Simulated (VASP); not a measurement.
WC: single point with B3LYP

WC:

```xyz
2
Lattice="2.8870 0.0000 0.0000 -1.4435 2.5002 0.0000 0.0000 0.0000 2.8176" Properties=species:S:1:pos:R:3 pbc="T T T"
W     0.0000    0.0000    0.0000
C     1.4435    0.8334    1.4088
```

```yaml
Program: VASP 6.6.1
Task: single point
Functional: B3LYP
Potentials_or_basis: VASP PAW PBE potentials, release 64 (W_sv, C)
Cutoff: 520 eV
k_mesh: 5 × 5 × 5
Occupations: fermi-dirac, width 0.05 eV
Spin: no spin polarisation
```

| Quantity | Value |
| --- | --- |
| Pressure | 19.5 GPa |
| Band gap on the k mesh | zero (bands 9 and 10 overlap by 1.49 eV) |

Stress tensor (GPa, compression positive):
```
20.70  0.00  0.00
 0.00 20.70  0.00
 0.00  0.00 17.06
```

Levels at points of the mesh, in eV from the Fermi level:
| k point | band 6 | band 7 | band 8 | band 9 | band 10 | band 11 | band 12 | band 13 |
| --- | --- | --- | --- | --- | --- | --- | --- | --- |
| (0.00, 0.00, 0.00) | -5.48 | -4.48 | -4.48 | -0.53 | 3.82 | 3.82 | 6.43 | 6.43 |

Run time: 7.6 min on 1 thread of Intel(R) Xeon(R) Platinum 8488C (Sapphire Rapids), on a shared host, peak memory 0.16 GiB.

Caveat: the k points lie up to 0.50 Å⁻¹ apart, too coarse for converged energies and pressures of a metal; the PAW data sets were made with another functional, which shifts forces and pressure a little; spin-orbit coupling is left out, which moves the levels of the heavy elements.
